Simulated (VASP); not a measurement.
A run of VASP 6.6.1 is set up as follows.

Contents of INCAR:

```
SYSTEM = LiCl
PREC     = Accurate       ! precision mode
ENCUT    = 520            ! plane-wave cutoff, eV
EDIFF    = 1E-6           ! SCF threshold, eV
ISMEAR   = 0              ! smearing method
SIGMA    = 0.02           ! smearing width, eV
LREAL    = .FALSE.        ! projectors in reciprocal space
LASPH    = .TRUE.         ! aspherical terms in the spheres
NELM     = 100            ! most SCF steps
ALGO     = Normal         ! electronic algorithm
ISIF     = 2              ! what is computed and relaxed
LWAVE    = .FALSE.        ! write WAVECAR
LCHARG   = .TRUE.         ! write CHGCAR
GGA      = PE             ! functional
LELF     = .TRUE.         ! ELF
LVHAR    = .TRUE.       
NBANDS   = 12             ! bands
```

File KPOINTS:

```
regular mesh
0
G
  8 8 8
  0 0 0
```

File POSCAR:

```
LiCl
1.0
    0.0000000000      2.5184404344      2.7492688344
    2.7492688344      0.0000000000      2.7492688344
    2.7492688344      2.5184404344      0.0000000000
Li Cl
1 1
Direct
    0.0000000000      0.0000000000      0.0000000000
    0.5000000000      0.5000000000      0.5000000000
```

Potentials or basis: VASP PAW PBE potentials, release 64 (Li_sv, Cl).

Run with:

```console
$ cat potpaw_PBE.64/Li_sv/POTCAR potpaw_PBE.64/Cl/POTCAR > POTCAR
$ mpirun -np 1 vasp_std > vasp.out
```

Task: Estimate the band gap on the k mesh.

Result: 5.65 eV, direct.

Caveat: the cell differs from its parent crystal (strained). A k mesh can miss the band edges.
